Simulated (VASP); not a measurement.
A run of VASP 6.6.1 is set up as follows.

The input INCAR:

```
PREC     = Accurate       # precision mode
ENCUT    = 600            # plane-wave cutoff, eV
EDIFF    = 1E-6           # SCF threshold, eV
ISMEAR   = -1             # smearing method
SIGMA    = 0.1            # smearing width, eV
LREAL    = F              # projectors in reciprocal space
LASPH    = T              # aspherical terms in the spheres
NELM     = 100            # most SCF steps
ALGO     = Normal         # electronic algorithm
ISIF     = 3              # what is computed and relaxed
LWAVE    = F              # write WAVECAR
LCHARG   = F              # write CHGCAR
GGA      = PE             # functional
IVDW     = 13             # dispersion correction
IBRION   = 2              # ionic algorithm
NSW      = 80             # ionic steps
EDIFFG   = -0.01          # ionic threshold
```

Contents of KPOINTS:

```
regular mesh
0
Gamma
  9 9 9
```

POSCAR

```
TiC
1.0
    3.0537110000      0.0000000000      0.0000000000
    1.5268555000      2.6445913018      0.0000000000
    1.5268555000      0.8815304339      2.4933445906
Ti C
1 1
Direct
    0.0000000000      0.0000000000      0.0000000000
    0.5000000000      0.5000000000      0.5000000000
```

Potentials or basis: VASP PAW PBE potentials, release 64 (Ti_sv, C).

The run is started by

```bash
$ cat potpaw_PBE.64/Ti_sv/POTCAR potpaw_PBE.64/C/POTCAR > POTCAR
$ mpirun -np 1 vasp_std > vasp.out
```

Q: Predict the space group after relaxing (to 0.05 Å).

A: Fm-3m (No. 225).

Q: Estimate the dispersion energy per atom.

A: -0.282 eV.

Q: Predict the band gap on the k mesh.

A: Zero (band 8 reaches 10.32 eV, above the bottom of band 9 at 9.25 eV).

Q: What does it give for the relaxed volume?

A: 9.98 Å³/atom.

Final structure:
```xyz
2
Lattice="3.0449 0.0000 0.0000 1.5225 2.6370 0.0000 1.5225 0.8790 2.4862" Properties=species:S:1:pos:R:3 pbc="T T T"
Ti    0.0000    0.0000    0.0000
C     3.0449    1.7580    1.2431
```

Caveat: pairwise dispersion overbinds metals, which lowers pressure and volume.
